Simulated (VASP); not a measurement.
# YZrF2 (P4/mmm) in VASP: notebook, part 3 of 3

VASP 6.6.1. The steps go on from the part before.

## 4. Relaxation of cell and atoms, PBE

File INCAR:

```
PREC     = Accurate       # precision mode
ENCUT    = 600            # plane-wave cutoff, eV
EDIFF    = 1E-6           # SCF threshold, eV
ISMEAR   = 0              # smearing method
SIGMA    = 0.1            # smearing width, eV
LREAL    = F              # projectors in reciprocal space
LASPH    = T              # aspherical terms in the spheres
NELM     = 60             # most SCF steps
ALGO     = Normal         # electronic algorithm
ISIF     = 3              # what is computed and relaxed
LWAVE    = F              # write WAVECAR
LCHARG   = F              # write CHGCAR
GGA      = PE             # functional
IBRION   = 2              # ionic algorithm
NSW      = 90             # ionic steps
EDIFFG   = -0.04          # ionic threshold
```

File KPOINTS:

```
regular mesh
0
Gamma
  4 4 6
```

File POSCAR:

```
YZrF2
1.0
    4.4604813600      0.0000000000      0.0000000000
    0.0000000000      4.4604813600      0.0000000000
    0.0000000000      0.0000000000      2.6276823800
Y Zr F
1 1 2
Direct
    0.5000000000      0.5000000000      0.5000000000
    0.0000000000      0.0000000000      0.0000000000
    0.5000000000      0.0000000000      0.0000000000
    0.0000000000      0.5000000000      0.0000000000
```

Potentials or basis: VASP PAW PBE potentials, release 64 (Y_sv, Zr_sv, F).

The run is started by

```
$ cat potpaw_PBE.64/Y_sv/POTCAR potpaw_PBE.64/Zr_sv/POTCAR potpaw_PBE.64/F/POTCAR > POTCAR
$ mpirun -np 1 vasp_std > vasp.out
```

OUTCAR:

```text
PREC = Accurate
   ENCUT = 600
   EDIFF = 1E-6
   ISMEAR = 0
   LREAL = F
   LASPH = T
   NELM = 60
   ISIF = 3
   GGA = PE
   IBRION = 2
   NSW = 90
   EDIFFG = -0.04

 ion  position               nearest neighbor table
   1  0.500  0.500  0.500-   3 2.59   4 2.59   3 2.59   4 2.59   3 2.59   3 2.59   4 2.59   4 2.59
                             2 3.42   2 3.42   2 3.42   2 3.42   2 3.42   2 3.42   2 3.42   2 3.42
   2  0.000  0.000  0.000-   3 2.23   4 2.23   4 2.23   3 2.23   1 3.42   1 3.42   1 3.42   1 3.42
                             1 3.42   1 3.42   1 3.42   1 3.42
   3  0.500  0.000  0.000-   2 2.23   2 2.23   1 2.59   1 2.59   1 2.59   1 2.59
   4  0.000  0.500  0.000-   2 2.23   2 2.23   1 2.59   1 2.59   1 2.59   1 2.59

  LATTYP: Found a simple tetragonal cell.
 ALAT       =     4.4604813600
 C/A-ratio  =     0.5891028721

  Lattice vectors:

 A1 = (   4.4604813600,   0.0000000000,   0.0000000000)
 A2 = (   0.0000000000,   4.4604813600,   0.0000000000)
 A3 = (   0.0000000000,   0.0000000000,   2.6276823800)

Analysis of symmetry for initial positions (statically):
=====================================================================
 Subroutine PRICEL returns:
 Original cell was already a primitive cell.

 Routine SETGRP: Setting up the symmetry group for a
 simple tetragonal supercell.

 Subroutine GETGRP returns: Found 16 space group operations
 (whereof 16 operations were pure point group operations)
 out of a pool of 16 trial point group operations.

The static configuration has the point symmetry D_4h.

Analysis of symmetry for dynamics (positions and initial velocities):
=====================================================================
 Subroutine PRICEL returns:
 Original cell was already a primitive cell.

 Routine SETGRP: Setting up the symmetry group for a
 simple tetragonal supercell.

 Subroutine GETGRP returns: Found 16 space group operations
 (whereof 16 operations were pure point group operations)
 out of a pool of 16 trial point group operations.

The dynamic configuration has the point symmetry D_4h.

 Subroutine INISYM returns: Found 16 space group operations
 (whereof 16 operations are pure point group operations),
 and found     1 'primitive' translations

----------------------------------------------------------------------------------------

                                     Primitive cell

  volume of cell :      52.2801

  direct lattice vectors                    reciprocal lattice vectors
     4.460481360  0.000000000  0.000000000     0.224191050  0.000000000  0.000000000
     0.000000000  4.460481360  0.000000000     0.000000000  0.224191050  0.000000000
     0.000000000  0.000000000  2.627682380     0.000000000  0.000000000  0.380563499

  length of vectors
     4.460481360  4.460481360  2.627682380     0.224191050  0.224191050  0.380563499

  position of ions in fractional coordinates (direct lattice)
     0.500000000  0.500000000  0.500000000
     0.000000000  0.000000000  0.000000000
     0.500000000  0.000000000  0.000000000
     0.000000000  0.500000000  0.000000000

  ion indices of the primitive-cell ions
   primitive index   ion index
                 1           1
                 2           2
                 3           3
                 4           4

----------------------------------------------------------------------------------------

 KPOINTS: regular mesh

Automatic generation of k-mesh.
 Grid dimensions read from file:
 generate k-points for:    4    4    6

 Generating k-lattice:

  Cartesian coordinates                     Fractional coordinates (reciprocal lattice)
     0.056047763  0.000000000  0.000000000     0.250000000  0.000000000  0.000000000
     0.000000000  0.056047763  0.000000000     0.000000000  0.250000000  0.000000000
     0.000000000  0.000000000  0.063427250     0.000000000  0.000000000  0.166666667

  Length of vectors
     0.056047763  0.056047763  0.063427250

  Shift w.r.t. Gamma in fractional coordinates (k-lattice)
     0.000000000  0.000000000  0.000000000

 Subroutine IBZKPT returns following result:
 ===========================================

 Found     24 irreducible k-points:

 Following reciprocal coordinates:
            Coordinates               Weight
  0.000000  0.000000  0.000000      1.000000
  0.250000  0.000000  0.000000      4.000000
  0.500000  0.000000  0.000000      2.000000
  0.250000  0.250000  0.000000      4.000000
  0.500000  0.250000  0.000000      4.000000
  0.500000  0.500000  0.000000      1.000000
[... 16 lines left out ...]
  0.500000  0.250000  0.500000      4.000000
  0.500000  0.500000  0.500000      1.000000
   k-points           NKPTS =     24   k-points in BZ     NKDIM =     24   number of bands    NBANDS=     22
   number of dos      NEDOS =    301   number of ions     NIONS =      4
   total plane-waves  NPLWV =  31104
   dimension x,y,z NGX =    36 NGY =   36 NGZ =   24
   dimension x,y,z NGXF=    72 NGYF=   72 NGZF=   48
   ions per type =               1   1   2
   NGX,Y,Z   is equivalent  to a cutoff of  13.42, 13.42, 15.18 a.u.
   NGXF,Y,Z  is equivalent  to a cutoff of  26.84, 26.84, 30.37 a.u.
 SYSTEM =  unknown system
   PREC   = accura    normal or accurate (medium, high low for compatibility)
   ISTART =      0    job   : 0-new  1-cont  2-samecut
   ICHARG =      2    charge: 1-file 2-atom 10-const
   ISPIN  =      1    spin polarized calculation?
   LNONCOLLINEAR =      F non collinear calculations
   LSORBIT =      F    spin-orbit coupling
   LASPH  =      T    aspherical Exc in radial PAW
   ENCUT  =  600.0 eV  44.10 Ry    6.64 a.u.   8.91  8.91  5.25*2*pi/ulx,y,z
   NELM   =     60;   NELMIN=  2; NELMDL= -5     # of ELM steps
   EDIFF  = 0.1E-05   stopping-criterion for ELM
   LREAL  =      F    real-space projection
   EDIFFG = -.4E-01   stopping-criterion for IOM
   NSW    =     90    number of steps for IOM
   IBRION =      2    ionic relax: 0-MD 1-quasi-New 2-CG
   NFREE  =      1    steps in history (QN), initial steepest desc. (CG)
   ISIF   =      3    stress and relaxation
   ISYM   =      2    0-nonsym 1-usesym 2-fastsym
   POTIM  = 0.5000    time-step for ionic-motion
   TEBEG  =    0.0;   TEEND  =   0.0 temperature during run
   PSTRESS=    0.0 pullay stress
   NELECT =      37.0000    total number of electrons
   NUPDOWN=      -1.0000    fix difference up-down
   EMIN   =  10.00;   EMAX   =-10.00  energy-range for DOS
   EFERMI =   0.00;   METHOD = LEGACY
   ISMEAR =     0;   SIGMA  =   0.10  broadening in eV -4-tet -1-fermi 0-gaus
   EFERMI_NEDOS =   21; number of points for ismear=-14 and -15
   IALGO  =     38    algorithm
   IMIX   =      4    mixing-type and parameters
     AMIX     =   0.40;   BMIX     =  1.00
     AMIX_MAG =   1.60;   BMIX_MAG =  1.00
  volume/ion in A,a.u.               =      13.07        88.20
  Fermi-wavevector in a.u.,A,eV,Ry     =   1.458915  2.756949 28.959085  2.128433
  Thomas-Fermi vector in A             =   2.575543
   LORBIT       =      0    0 simple, 1 ext, 2 COOP (PROOUT), +10 PAW based schemes
   GGA     = PE    functional components
   LHFCALC =     F    Hartree Fock is set to
   AEXX    =    0.0000 exact exchange contribution
   IVDW    =     0    specifies the selected vdW correction
   LEPSILON=     F    determine dielectric tensor
   LRPA    =     F    only Hartree local field effects (RPA)
 conjugate gradient relaxation of ions
 non-spin polarized calculation
 Gauss-broadening in eV      SIGMA  =   0.10
  energy-cutoff  :      600.00
  volume of cell :       52.28
 maximum number of plane-waves:      1776
 NGX is ok and might be reduce to    36
   NGX = 17   NGY = 17   NGZ = 11

--------------------------------------- Ionic step        1  -------------------------------------------

 number of electron      36.9999996 magnetization

 Free energy of the ion-electron system (eV)
  ---------------------------------------------------
  ext. energy  EPLUGINS =         0.00000000
  ---------------------------------------------------
  free energy    TOTEN  =       -23.86651180 eV

  energy without entropy =      -23.84533608  energy(sigma->0) =      -23.85592394

------------------------ aborting loop because EDIFF is reached ----------------------------------------

  FORCE on cell =-STRESS in cart. coord.  units (eV):
  Direction    XX          YY          ZZ          XY          YZ          ZX
  --------------------------------------------------------------------------------------
  -------------------------------------------------------------------------------------
  Total        5.5900491      5.5900491     12.5510019      0.0000000     -0.0000000      0.0000000
  in kB      171.3128249    171.3128249    384.6384112      0.0000000     -0.0000000      0.0000000
  external PRESSURE =     242.4213537 kB  Pullay stress =       0.0000000 kB
[... 289 lines left out ...]
  energy  without entropy=      -25.2691810533  energy(sigma->0) =      -25.27695933

--------------------------------------- Ionic step        9  -------------------------------------------

 number of electron      37.0000011 magnetization

 Free energy of the ion-electron system (eV)
  ---------------------------------------------------
  ext. energy  EPLUGINS =         0.00000000
  ---------------------------------------------------
  free energy    TOTEN  =       -25.28492607 eV

  energy without entropy =      -25.26938453  energy(sigma->0) =      -25.27715530

 E-fermi :   7.0361     XC(G=0): -10.5927

 val. band max:        6.9932785147   @ k =   0.2500   0.0000   0.3333
 cond. band min:       7.0678644711   @ k =   0.5000   0.2500   0.1667
 fundamental gap:      0.0745859564
 Fermi energy:         7.0361129226

 k-point     1 :       0.0000    0.0000    0.0000
  band No.  band energies     occupation
      1     -42.9071      2.00000
      2     -36.7132      2.00000
      3     -21.1997      2.00000
      4     -21.1997      2.00000
      5     -20.3897      2.00000
      6     -19.8173      2.00000
[... 620 lines left out ...]
  FREE ENERGIE OF THE ION-ELECTRON SYSTEM (eV)
  ---------------------------------------------------
  free  energy   TOTEN  =       -25.2849260697 eV

  energy  without entropy=      -25.2693845279  energy(sigma->0) =      -25.27715530

 reached required accuracy - stopping structural energy minimisation
```

Wall time 2 min (1 thread of AMD EPYC 9R45 (Zen 5), shared host); peak memory 0.19 GiB.

What came out:

* Free energy: -25.2849 eV
* Relaxed volume: 16.71 Å³/atom
* Relaxed cell: a = 4.524 Å, b = 4.524 Å, c = 3.266 Å, α = 90.00°, β = 90.00°, γ = 90.00°
* Space group after relaxing (to 0.05 Å): P4/mmm (No. 123)
* Energy gained by relaxing: 354.6 meV/atom
* Ionic steps: 9
* Pressure after relaxing: 0.0 GPa

Step by step:
```csv
step,energy change (eV),largest force (eV/Å),pressure (GPa),volume (Å³)
1,0.0000,0.0000,24.24,52.28
2,-1.1718,0.0000,-2.97,68.58
3,-1.1738,0.0000,-2.36,67.93
4,-1.3607,0.0000,-1.02,67.20
5,-1.4146,0.0000,0.91,66.25
6,-1.4177,0.0000,0.47,66.46
7,-1.4177,0.0000,0.55,66.42
8,-1.4182,0.0000,-0.23,67.03
9,-1.4184,0.0000,0.03,66.82
```

Final structure:
```
Y Zr F
1.0
     4.52352    0.00000    0.00000
     0.00000    4.52352    0.00000
     0.00000    0.00000    3.26566
Y Zr F
1 1 2
Direct
  0.50000 0.50000 0.50000
  0.00000 0.00000 0.00000
  0.50000 0.00000 0.00000
  0.00000 0.50000 0.00000
```

Caveat: the k points lie up to 0.35 Å⁻¹ apart in the final cell; the volume moved by over 15 % at a fixed basis, so the end points are rough; an odd number of electrons without spin polarisation forces a metal; a magnetic or distorted state may lie lower.

## 5. Overview

| task | cell | cutoff (eV) | gap on the mesh (eV) | pressure (GPa) |
| --- | --- | --- | --- | --- |
| single point | a = 4.460, b = 4.460, c = 2.628 Å, 4 atoms | 520 | none | 24.3 |
| single point | a = 4.511, b = 4.511, c = 3.353 Å, 4 atoms | 520 | none | 0.0 |
| relaxation of cell and atoms | relaxed from a = 4.460, b = 4.460, c = 2.628 Å, 4 atoms | 600 | none | 0.0 |

Alike in all rows: level PBE; potentials or basis VASP PAW PBE potentials, release 64 (Y_sv, Zr_sv, F); no spin polarisation; k mesh 4 × 4 × 6; smearing gaussian 0.1 eV.

Caveats: some runs use coarse meshes; an odd number of electrons without spin polarisation forces a metal; a magnetic or distorted state may lie lower; the volume moved by over 15 % at a fixed basis, so the end points are rough (some runs).

Absolute energies hang on the potentials; compare differences alone.
